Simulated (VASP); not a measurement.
# Pb (I4_1/amd) in VASP: single point with PBE

Aim: the single point of Pb with PBE.

All numbers are computed with VASP 6.6.1; they aren't measurements. Logs are shortened: lines on timing, memory, paths and dates and some standing lists are left out, and cuts for length are marked.

### Step 1. The cell of the first run

It takes space group I4_1/amd (No. 141, tetragonal). The conventional cell has a = 6.294 Å, b = 6.294 Å, c = 3.362 Å, α = 90.00°, β = 90.00°, γ = 90.00°. Pb (site symmetry -4m2) has 10 Pb at 3.26 to 4.03 Å within 4.3 Å.

### Step 2. Single point, PBE

INCAR reads:

```
SYSTEM = Pb
ALGO = Fast
EDIFF = 1E-6
ENCUT = 520
GGA = PE
ISIF = 2
ISMEAR = 0
LASPH = .True.
LCHARG = .True.
LELF = .True.
LREAL = .False.
LVHAR = .True.
LWAVE = .False.
NBANDS = 21
NELM = 80
PREC = Accurate
SIGMA = 0.1
```

KPOINTS reads:

```
k-points
0
Gamma
  18 18 18
  0 0 0
```

POSCAR reads:

```
Pb
1.0
   -3.1468886550      3.1468886550      1.6810334357
    3.1468886550     -3.1468886550      1.6810334357
    3.1468886550      3.1468886550     -1.6810334357
Pb
2
Direct
    0.0000000000      0.0000000000      0.0000000000
    0.7500000000      0.2500000000      0.5000000000
```

Potentials or basis: VASP PAW PBE potentials, release 64 (Pb_d).

Started as:

```
cat potpaw_PBE.64/Pb_d/POTCAR > POTCAR
mpirun -np 1 vasp_std > vasp.out
```

OUTCAR:

```text
SYSTEM = Pb
   EDIFF = 1E-6
   ENCUT = 520
   GGA = PE
   ISIF = 2
   ISMEAR = 0
   LASPH = .True.
   LREAL = .False.
   NELM = 80
   PREC = Accurate

 ion  position               nearest neighbor table
   1  0.000  0.000  0.000-   2 3.26   2 3.26   2 3.26   2 3.26   2 4.03   2 4.03   2 4.03   2 4.03

   2  0.750  0.250  0.500-   1 3.26   1 3.26   1 3.26   1 3.26   1 4.03   1 4.03   1 4.03   1 4.03

  LATTYP: Found a body centered tetragonal cell.
 ALAT       =     6.2937773100
 C/A-ratio  =     0.5341890419

  Lattice vectors:

 A1 = (  -3.1468886550,   3.1468886550,   1.6810334357)
 A2 = (   3.1468886550,  -3.1468886550,   1.6810334357)
 A3 = (   3.1468886550,   3.1468886550,  -1.6810334357)

Analysis of symmetry for initial positions (statically):
=====================================================================
 Subroutine PRICEL returns:
 Original cell was already a primitive cell.

 Routine SETGRP: Setting up the symmetry group for a
 body centered tetragonal supercell.

 Subroutine GETGRP returns: Found 16 space group operations
 (whereof  8 operations were pure point group operations)
 out of a pool of 16 trial point group operations.

The static configuration has the point symmetry D_2d.
 The point group associated with its full space group is D_4h.

Analysis of symmetry for dynamics (positions and initial velocities):
=====================================================================
 Subroutine PRICEL returns:
 Original cell was already a primitive cell.

 Routine SETGRP: Setting up the symmetry group for a
 body centered tetragonal supercell.

 Subroutine GETGRP returns: Found 16 space group operations
 (whereof  8 operations were pure point group operations)
 out of a pool of 16 trial point group operations.

The dynamic configuration has the point symmetry D_2d.
 The point group associated with its full space group is D_4h.

 Subroutine INISYM returns: Found 16 space group operations
 (whereof  8 operations are pure point group operations),
 and found     1 'primitive' translations

----------------------------------------------------------------------------------------

                                     Primitive cell

  volume of cell :      66.5885

  direct lattice vectors                    reciprocal lattice vectors
    -3.146888655  3.146888655  1.681033436     0.000000000  0.158887096  0.297436083
     3.146888655 -3.146888655  1.681033436     0.158887096  0.000000000  0.297436083
     3.146888655  3.146888655 -1.681033436     0.158887096  0.158887096  0.000000000

  length of vectors
     4.757277565  4.757277565  4.757277565     0.337214075  0.337214075  0.224700286

  position of ions in fractional coordinates (direct lattice)
     0.000000000  0.000000000  0.000000000
     0.750000000  0.250000000  0.500000000

  ion indices of the primitive-cell ions
   primitive index   ion index
                 1           1
                 2           2

----------------------------------------------------------------------------------------

 KPOINTS: k-points

Automatic generation of k-mesh.
 Grid dimensions read from file:
 generate k-points for:   18   18   18

 Generating k-lattice:

  Cartesian coordinates                     Fractional coordinates (reciprocal lattice)
     0.000000000  0.008827061  0.016524227     0.055555556  0.000000000 -0.000000000
     0.008827061  0.000000000  0.016524227     0.000000000  0.055555556 -0.000000000
     0.008827061  0.008827061  0.000000000     0.000000000  0.000000000  0.055555556

  Length of vectors
     0.018734115  0.018734115  0.012483349

  Shift w.r.t. Gamma in fractional coordinates (k-lattice)
     0.000000000  0.000000000  0.000000000

 Subroutine IBZKPT returns following result:
 ===========================================

 Found    480 irreducible k-points:

 Following reciprocal coordinates:
            Coordinates               Weight
  0.000000  0.000000  0.000000      1.000000
  0.055556 -0.000000  0.000000      8.000000
  0.111111 -0.000000  0.000000      8.000000
  0.166667 -0.000000  0.000000      8.000000
  0.222222  0.000000 -0.000000      8.000000
  0.277778  0.000000 -0.000000      8.000000
[... 16 lines left out ...]
 -0.277778  0.055556  0.000000     16.000000
 -0.222222  0.055556  0.000000     16.000000
 [... further k-points ...]
   k-points           NKPTS =    480   k-points in BZ     NKDIM =    480   number of bands    NBANDS=     21
   number of dos      NEDOS =    301   number of ions     NIONS =      2
   total plane-waves  NPLWV =  46656
   dimension x,y,z NGX =    36 NGY =   36 NGZ =   36
   dimension x,y,z NGXF=    72 NGYF=   72 NGZF=   72
   ions per type =               2
   NGX,Y,Z   is equivalent  to a cutoff of  12.58, 12.58, 12.58 a.u.
   NGXF,Y,Z  is equivalent  to a cutoff of  25.16, 25.16, 25.16 a.u.
 SYSTEM =  Pb
   PREC   = accura    normal or accurate (medium, high low for compatibility)
   ISTART =      0    job   : 0-new  1-cont  2-samecut
   ICHARG =      2    charge: 1-file 2-atom 10-const
   ISPIN  =      1    spin polarized calculation?
   LNONCOLLINEAR =      F non collinear calculations
   LSORBIT =      F    spin-orbit coupling
   LASPH  =      T    aspherical Exc in radial PAW
   ENCUT  =  520.0 eV  38.22 Ry    6.18 a.u.   8.85  8.85  8.85*2*pi/ulx,y,z
   NELM   =     80;   NELMIN=  2; NELMDL= -5     # of ELM steps
   EDIFF  = 0.1E-05   stopping-criterion for ELM
   LREAL  =      F    real-space projection
[... 7 lines left out ...]
   TEBEG  =    0.0;   TEEND  =   0.0 temperature during run
   PSTRESS=    0.0 pullay stress
   NELECT =      28.0000    total number of electrons
   NUPDOWN=      -1.0000    fix difference up-down
   EMIN   =  10.00;   EMAX   =-10.00  energy-range for DOS
   EFERMI =   0.00;   METHOD = LEGACY
   ISMEAR =     0;   SIGMA  =   0.10  broadening in eV -4-tet -1-fermi 0-gaus
   EFERMI_NEDOS =   21; number of points for ismear=-14 and -15
   IALGO  =     68    algorithm
   IMIX   =      4    mixing-type and parameters
     AMIX     =   0.40;   BMIX     =  1.00
     AMIX_MAG =   1.60;   BMIX_MAG =  1.00
  volume/ion in A,a.u.               =      33.29       224.68
  Fermi-wavevector in a.u.,A,eV,Ry     =   1.226482  2.317715 20.466671  1.504258
  Thomas-Fermi vector in A             =   2.361481
   LORBIT       =      0    0 simple, 1 ext, 2 COOP (PROOUT), +10 PAW based schemes
   GGA     = PE    functional components
   LHFCALC =     F    Hartree Fock is set to
   AEXX    =    0.0000 exact exchange contribution
   IVDW    =     0    specifies the selected vdW correction
   LEPSILON=     F    determine dielectric tensor
   LRPA    =     F    only Hartree local field effects (RPA)
 non-spin polarized calculation
 RMM-DIIS sequential band-by-band and
 Gauss-broadening in eV      SIGMA  =   0.10
  energy-cutoff  :      520.00
  volume of cell :       66.59
 maximum number of plane-waves:      1822
   NGX = 17   NGY = 17   NGZ = 17

 number of electron      27.9999994 magnetization

 Free energy of the ion-electron system (eV)
  ---------------------------------------------------
  ext. energy  EPLUGINS =         0.00000000
  ---------------------------------------------------
  free energy    TOTEN  =        -6.85572245 eV

  energy without entropy =       -6.84843583  energy(sigma->0) =       -6.85207914

 E-fermi :   6.0541     XC(G=0):  -9.6802

 val. band max:        6.0531205843   @ k =   0.2222   0.0556   0.0000
 cond. band min:       6.0606156682   @ k =  -0.1667   0.5000   0.1667
 fundamental gap:      0.0074950839
 Fermi energy:         6.0540947925

 k-point     1 :       0.0000    0.0000    0.0000
  band No.  band energies     occupation
      1     -11.0505      2.00000
      2     -10.9608      2.00000
      3     -10.9032      2.00000
      4     -10.8989      2.00000
      5     -10.6679      2.00000
      6     -10.6679      2.00000
[... 13 lines left out ...]
     20      14.6682      0.00000
     21      16.0314      0.00000

 k-point     2 :       0.0556   -0.0000    0.0000
  band No.  band energies     occupation
      1     -11.0481      2.00000
      2     -10.9515      2.00000
      3     -10.8958      2.00000
      4     -10.8916      2.00000
      5     -10.6757      2.00000
      6     -10.6753      2.00000
[... 13 lines left out ...]
     20      14.9801      0.00000
     21      15.8871      0.00000

 k-point     3 :       0.1111   -0.0000    0.0000
  band No.  band energies     occupation
      1     -11.0405      2.00000
      2     -10.9253      2.00000
      3     -10.8870      2.00000
      4     -10.8595      2.00000
      5     -10.6936      2.00000
      6     -10.6892      2.00000
[... 13 lines left out ...]
     20      14.8451      0.00000
     21      14.9374      0.00000

 k-point     4 :       0.1667   -0.0000    0.0000
  band No.  band energies     occupation
      1     -11.0280      2.00000
      2     -10.8876      2.00000
      3     -10.8734      2.00000
      4     -10.8161      2.00000
      5     -10.7171      2.00000
      6     -10.6999      2.00000
[... 13 lines left out ...]
     20      14.1136      0.00000
     21      14.2858      0.00000

 k-point     5 :       0.2222    0.0000   -0.0000
  band No.  band energies     occupation
      1     -11.0120      2.00000
      2     -10.8570      2.00000
      3     -10.8489      2.00000
      4     -10.7821      2.00000
      5     -10.7426      2.00000
      6     -10.6970      2.00000
[... 13 lines left out ...]
     20      13.5074      0.00000
     21      14.0809      0.00000

 k-point     6 :       0.2778    0.0000   -0.0000
  band No.  band energies     occupation
      1     -10.9952      2.00000
      2     -10.8417      2.00000
      3     -10.8245      2.00000
      4     -10.7808      2.00000
      5     -10.7651      2.00000
      6     -10.7044      2.00000
[... 13 lines left out ...]
     20      13.0514      0.00000
     21      14.2846      0.00000

 k-point     7 :       0.3333   -0.0000    0.0000
  band No.  band energies     occupation
      1     -10.9801      2.00000
      2     -10.8353      2.00000
      3     -10.8181      2.00000
      4     -10.8002      2.00000
      5     -10.7757      2.00000
      6     -10.7212      2.00000
[... 13 lines left out ...]
     20      12.7631      0.00000
     21      14.7281      0.00000
[... 291 lines left out ...]
      1     -10.9591      2.00000
      2     -10.8509      2.00000
      3     -10.8403      2.00000
      4     -10.8025      2.00000
      5     -10.7582      2.00000
      6     -10.7387      2.00000
[... 13 lines left out ...]
     20      14.0195      0.00000
     21      15.1372      0.00000

 k-point    21 :      -0.3889    0.0556    0.0000
  band No.  band energies     occupation
      1     -10.9695      2.00000
      2     -10.8346      2.00000
      3     -10.8238      2.00000
      4     -10.8101      2.00000
      5     -10.7637      2.00000
      6     -10.7251      2.00000
[... 13 lines left out ...]
     20      13.2071      0.00000
     21      14.6286      0.00000

 k-point    22 :      -0.3333    0.0556    0.0000
  band No.  band energies     occupation
      1     -10.9836      2.00000
      2     -10.8344      2.00000
      3     -10.8282      2.00000
      4     -10.7986      2.00000
      5     -10.7576      2.00000
      6     -10.7091      2.00000
[... 13 lines left out ...]
     20      13.3629      0.00000
     21      14.2041      0.00000

 k-point    23 :      -0.2778    0.0556    0.0000
  band No.  band energies     occupation
      1     -11.0002      2.00000
      2     -10.8538      2.00000
      3     -10.8470      2.00000
      4     -10.7974      2.00000
      5     -10.7384      2.00000
      6     -10.6944      2.00000
[... 13 lines left out ...]
     20      13.7822      0.00000
     21      14.0441      0.00000

 k-point    24 :      -0.2222    0.0556    0.0000
  band No.  band energies     occupation
      1     -11.0170      2.00000
      2     -10.8905      2.00000
      3     -10.8640      2.00000
      4     -10.8263      2.00000
      5     -10.7149      2.00000
      6     -10.6905      2.00000
[... 13 lines left out ...]
     20      14.2482      0.00000
     21      14.4018      0.00000

 [... further k-points ...]

------------------------ aborting loop because EDIFF is reached ----------------------------------------

  FORCE on cell =-STRESS in cart. coord.  units (eV):
  Direction    XX          YY          ZZ          XY          YZ          ZX
  --------------------------------------------------------------------------------------
  -------------------------------------------------------------------------------------
  Total       -0.0101188     -0.0101188     -0.0238107      0.0000000      0.0000000      0.0000000
  in kB       -0.2434681     -0.2434681     -0.5729063      0.0000000      0.0000000      0.0000000
  external PRESSURE =      -0.3532808 kB  Pullay stress =       0.0000000 kB

 VOLUME and BASIS-vectors are now :
 -----------------------------------------------------------------------------
  energy-cutoff  :      520.00
  volume of cell :       66.59
      direct lattice vectors                 reciprocal lattice vectors
    -3.146888655  3.146888655  1.681033436     0.000000000  0.158887096  0.297436083
     3.146888655 -3.146888655  1.681033436     0.158887096  0.000000000  0.297436083
     3.146888655  3.146888655 -1.681033436     0.158887096  0.158887096  0.000000000

 POSITION                                       TOTAL-FORCE (eV/Angst)
 -----------------------------------------------------------------------------------
      0.00000      0.00000      0.00000        -0.000000      0.000000     -0.000000
     -0.00000      3.14689      0.84052         0.000000     -0.000000      0.000000
 -----------------------------------------------------------------------------------
    total drift:                               -0.000000      0.000000     -0.000000

  FREE ENERGIE OF THE ION-ELECTRON SYSTEM (eV)
  ---------------------------------------------------
  free  energy   TOTEN  =        -6.8557224507 eV

  energy  without entropy=       -6.8484358349  energy(sigma->0) =       -6.85207914
```

Wall time 5.7 min (1 thread of Intel Xeon 6975P-C (Granite Rapids), shared host); peak memory 0.6 GiB.

Results:

| Quantity | Value |
| --- | --- |
| Free energy | -6.8557 eV |
| Pressure | 0.0 GPa |
| Band gap on the k mesh | zero (bands 14 and 15 overlap by 3.17 eV) |

Caveat: spin-orbit coupling is left out, which moves the levels of the heavy elements.
